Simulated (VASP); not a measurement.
Write the native input for VASP 6.6.1 that does the following.

| Item | Value |
| --- | --- |
| Task | single point |
| Functional | PBE |
| Potentials or basis | VASP PAW PBE potentials, release 64 (Pt, Se) |
| Cutoff | 520 eV |
| k mesh | 12 × 12 × 4 |
| Occupations | gaussian, width 0.02 eV |
| Spin | no spin polarisation |
| Dipole correction | no |
| Further INCAR settings | ALGO = Normal; EDIFF = 1e-07; NBANDS = 18 |

The structure of PtSe2 lies in POSCAR:

```
PtSe2
1.0
    3.7515594721      0.0000000000      0.0000000000
   -1.8757797360      3.2489458066      0.0000000000
    0.0650133213      0.0000000000      6.5013321315
Pt Se
1 2
Direct
    0.0000000000      0.0000000000      0.0000000000
    0.6701437337      0.3333308159      0.7990116662
    0.3298562663      0.6666691841      0.2009883338
```

One way to write it, as run:

INCAR

```
SYSTEM = PtSe2
PREC = Accurate
ENCUT = 520
EDIFF = 1E-7
ISMEAR = 0
SIGMA = 0.02
LREAL = .FALSE.
LASPH = .TRUE.
NELM = 100
ALGO = Normal
ISIF = 2
LWAVE = .FALSE.
LCHARG = .FALSE.
GGA = PE
NBANDS = 18
```

KPOINTS

```
regular mesh
0
G
  12 12 4
  0 0 0
```

Potentials or basis: VASP PAW PBE potentials, release 64 (Pt, Se).

Run with:

```sh
$ cat potpaw_PBE.64/Pt/POTCAR potpaw_PBE.64/Se/POTCAR > POTCAR
$ mpirun -np 1 vasp_std > vasp.out
```

It gave:

```json
{
 "Pressure": "0.0 GPa",
 "Band gap on the k mesh": "0.87 eV (least direct gap 1.02 eV)"
}
```

Caveat: spin-orbit coupling is left out, which moves the levels of the heavy elements.

Wall time 2.5 min on 1 thread of Intel(R) Xeon(R) 6975P-C (Granite Rapids) (shared host), peak memory 0.51 GiB.
